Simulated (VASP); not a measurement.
Input of a VASP 6.6.1 run:

File POSCAR:

```
LiCl
1.0
    0.0000000000      2.5560252063      2.5560252063
    2.5560252063      0.0000000000      2.5560252063
    2.5560252063      2.5560252063      0.0000000000
Li Cl
1 1
Direct
    0.0000000000      0.0000000000      0.0000000000
    0.5000000000      0.5000000000      0.5000000000
```

File INCAR.step1:

```
SYSTEM = LiCl
ALGO = Normal
EDIFF = 1E-5
ENCUT = 520
GGA = PE
ISIF = 2
ISMEAR = 0
LASPH = .TRUE.
LCHARG = .FALSE.
LREAL = .FALSE.
LWAVE = .TRUE.
NBANDS = 12
NELM = 100
PREC = Accurate
SIGMA = 0.01
```

Contents of INCAR.step2:

```
SYSTEM = LiCl
ALGO = Normal
EDIFF = 1E-6
ENCUT = 520
GGA = PE
HFSCREEN = 0.2079
ISIF = 2
ISMEAR = 0
ISTART = 1
LASPH = .TRUE.
LCHARG = .FALSE.
LHFCALC = .TRUE.
LREAL = .FALSE.
LWAVE = .FALSE.
NBANDS = 12
NELM = 100
PREC = Accurate
PRECFOCK = Normal
SIGMA = 0.01
```

File KPOINTS:

```
k-points
0
G
  6 6 6
  0 0 0
```

Potentials or basis: VASP PAW PBE potentials, release 64 (Li_sv, Cl).

The run is started by

```bash
$ cat potpaw_PBE.64/Li_sv/POTCAR potpaw_PBE.64/Cl/POTCAR > POTCAR
$ cp INCAR.step1 INCAR
$ mpirun -np 1 vasp_std > vasp.out
$ cp INCAR.step2 INCAR
$ mpirun -np 1 vasp_std > vasp.out
```

(1) Estimate the band gap on the k mesh.

Answers

(1) 7.79 eV.
